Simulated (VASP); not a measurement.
Set up this calculation in VASP 6.6.1, as the native input.

- Task: single point
- Functional: PBE
- Potentials or basis: VASP PAW PBE potentials, release 64 (Lu, Si)
- Cutoff: 520 eV
- k mesh: 8 × 8 × 8
- Occupations: gaussian, width 0.1 eV
- Spin: no spin polarisation
- Dipole correction: no
- Further INCAR settings: ALGO = Fast; EDIFF = 1e-06; NBANDS = 48

The structure of Lu3Si lies in POSCAR:

```
Lu3Si
1.0
    4.5414190000      0.0000000000      0.0000000000
    0.0000000000      4.5414190000      0.0000000000
    0.0000000000      0.0000000000      4.5414190000
Lu Si
3 1
Direct
    0.5000000000      0.5000000000      0.0000000000
    0.5000000000      0.0000000000      0.5000000000
    0.0000000000      0.5000000000      0.5000000000
    0.0000000000      0.0000000000      0.0000000000
```

These files were run (other wordings do the same):

INCAR

```
PREC = Accurate ; ENCUT = 520
EDIFF = 1E-6 ; ISMEAR = 0
SIGMA = 0.1 ; LREAL = False
LASPH = True ; NELM = 60
ALGO = Fast ; ISIF = 2
LWAVE = False ; LCHARG = False
GGA = PE ; NBANDS = 48
```

KPOINTS

```
regular mesh
0
Gamma
  8 8 8
```

Potentials or basis: VASP PAW PBE potentials, release 64 (Lu, Si).

The run is started by

```bash
$ cat potpaw_PBE.64/Lu/POTCAR potpaw_PBE.64/Si/POTCAR > POTCAR
$ mpirun -np 1 vasp_std > vasp.out
```

Results of the run:

The pressure is -0.6 GPa. The band gap on the k mesh is zero (an odd number of electrons rules out a gap without spin polarisation).

Caveat: spin-orbit coupling is left out, which moves the levels of the heavy elements.

Run time: 3.6 min on 1 thread of Intel(R) Xeon(R) 6975P-C (Granite Rapids), with other jobs on the host, peak memory 0.3 GiB.
